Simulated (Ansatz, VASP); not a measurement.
## Cu: VASP beside Ansatz

```
CELL_PARAMETERS angstrom
2.42532 0.00000 0.00000
-1.21266 2.10039 0.00000
0.00000 0.00000 2.34978
ATOMIC_POSITIONS crystal
Cu 0.00000 0.00000 0.00000
```

Change from the starting cell: volume scaled by 0.92, LAPW.

Alike in both runs: task single point; functional PBE; k mesh 17 × 17 × 16; occupations fermi-dirac, width 0.05 eV; no spin polarisation.

```csv
,VASP,Ansatz
version,VASP 6.6.1,Ansatz 0.2.0
potentials or method,"VASP PAW PBE potentials, release 64 (Cu), cutoff 520 eV","all-electron LAPW, scalar-relativistic"
```

```csv
,VASP,Ansatz,Ansatz less VASP
pressure (GPa),12.4,12.1,-0.33
"traceless stress, the component that is largest in VASP (GPa)",-0.21,0.07,+0.282
```

Ansatz ran all-electron here, and VASP with PAW potentials.
